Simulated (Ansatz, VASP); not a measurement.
One calculation of MoS2, two programs

```
S Mo
1.0
     3.13466    0.00000    0.00000
    -1.56733    2.71469    0.00000
     0.00000    0.00000   23.93758
S Mo
4 2
Direct
  0.00000 0.00000 0.18799
  0.33333 0.66667 0.32245
  0.33333 0.66667 0.46616
  0.66667 0.33333 0.60063
  0.66667 0.33333 0.25522
  0.00000 0.00000 0.53339
```

Alike in both runs: task single point; functional PBE; dispersion D3(BJ); k mesh 12 × 12 × 1; occupations gaussian, width 0.1 eV; no spin polarisation.

|  | VASP | Ansatz |
| --- | --- | --- |
| version | VASP 6.6.1 | Ansatz 0.2.0 |
| potentials or method | VASP PAW PBE potentials, release 64 (S, Mo_sv), cutoff 520 eV | scalar-relativistic, plane waves, PAW |
| valence electrons in the cell | 52 | 52 |

|  | VASP | Ansatz | Ansatz less VASP |
| --- | --- | --- | --- |
| gap on the k mesh at the Fermi level (eV) | none | none | - |
| rms of the force components (eV/Å) | 0.022 | 0.019 | -0.0035 |

A gap of «none» marks a metal or a gap that the smearing closes. Ansatz's warnings: xc potential rough in thin density.
